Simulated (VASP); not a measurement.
Input of a VASP 6.6.1 run:

File INCAR:

```
PREC = Accurate
ENCUT = 500
EDIFF = 1E-6
ISMEAR = -1
SIGMA = 0.05
LREAL = False
LASPH = True
NELM = 120
ALGO = Normal
ISIF = 2
LWAVE = False
LCHARG = True
GGA = PE
LELF = True
LVHAR = True
NBANDS = 18
GGA_COMPAT = False
```

File KPOINTS:

```
regular mesh
0
Gamma
  6 6 6
```

File POSCAR:

```
Y
1.0
    0.0000000000      2.7792306564      2.7792306564
    2.7792306564      0.0000000000      2.7792306564
    2.7792306564      2.7792306564      0.0000000000
Y
2
Direct
    1.0000000000      1.0000000000      1.0000000000
    0.2500000000      0.2500000000      0.2500000000
```

Potentials or basis: VASP PAW PBE potentials, release 64 (Y_sv).

Command:

```sh
$ cat potpaw_PBE.64/Y_sv/POTCAR > POTCAR
$ mpirun -np 1 vasp_std > vasp.out
```

**Question.** Estimate the pressure.

**Answer.** 30.1 GPa.

**Question.** Predict the band gap on the k mesh.

**Answer.** Zero (bands 11 and 12 overlap by 1.25 eV).

Caveat: the cell stands under pressure.
